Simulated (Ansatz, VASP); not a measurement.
MgH2 in VASP and in Ansatz

Contents of POSCAR:

```
MgH2
1.0
    0.0000000000      2.3648282886      2.3648282886
    2.3648282886      0.0000000000      2.3648282886
    2.3648282886      2.3648282886      0.0000000000
Mg H
1 2
Direct
    0.0000000000      0.0000000000      0.0000000000
    0.7500000000      0.7500000000      0.7500000000
    0.2500000000      0.2500000000      0.2500000000
```

Contents of INCAR.step1:

```
SYSTEM = MgH2
PREC = Accurate
ENCUT = 520
ISMEAR = 0
SIGMA = 0.1
LREAL = .FALSE.
LASPH = .TRUE.
NELM = 80
NBANDS = 9
GGA = PE
ALGO = Normal
EDIFF = 1E-4
LWAVE = .TRUE.
LCHARG = .FALSE.
```

Contents of INCAR.step2:

```
SYSTEM = MgH2
PREC = Accurate
ENCUT = 520
EDIFF = 1E-6
ISMEAR = 0
SIGMA = 0.1
LREAL = .FALSE.
LASPH = .TRUE.
NELM = 80
ALGO = Normal
ISIF = 2
LWAVE = .FALSE.
LCHARG = .FALSE.
METAGGA = R2SCAN
LMIXTAU = .TRUE.
NBANDS = 9
ISTART = 1
```

Contents of KPOINTS:

```
regular mesh
0
G
  16 16 16
  0 0 0
```

Input for Ansatz:

```yaml
crystal:
  lattice:
    - [0.0, 2.3648282886, 2.3648282886]
    - [2.3648282886, 0.0, 2.3648282886]
    - [2.3648282886, 2.3648282886, 0.0]
  atoms:
    - { symbol: Mg, position: [0.0, 0.0, 0.0] }
    - { symbol: H, position: [0.75, 0.75, 0.75] }
    - { symbol: H, position: [0.25, 0.25, 0.25] }
basis:
  ecutwfc: 500
kpoints:
  mp_grid: { grid: [16, 16, 16] }
hamiltonian:
  xc: r2scan
scf:
  occupations: { method: gaussian, width: 0.1 }
output:
  forces: true
  stress: true
  eigenvalues: true
```

Alike in both runs: task single point; functional r2SCAN; k mesh 16 × 16 × 16; occupations gaussian, width 0.1 eV; no spin polarisation.

```csv
,VASP,Ansatz
version,VASP 6.6.1,Ansatz 0.2.0
potentials or method,"VASP PAW PBE potentials, release 64 (Mg, H), cutoff 520 eV","scalar-relativistic, plane waves, PAW"
valence electrons in the cell,4,12
```

```tsv
	VASP	Ansatz	Ansatz less VASP
gap on the k mesh at the Fermi level (eV)	none	none	-
pressure (GPa)	-0.7	-0.1	+0.61
```

VASP's potentials were made for PBE, not for r2SCAN. A gap of «none» marks a metal or a gap that the smearing closes. With one functional, cell and mesh, what is left measures potentials, basis and numerics. VASP's potentials hold 4 valence electrons a cell and Ansatz's 12, so a difference there can come from the potentials and not from the codes.
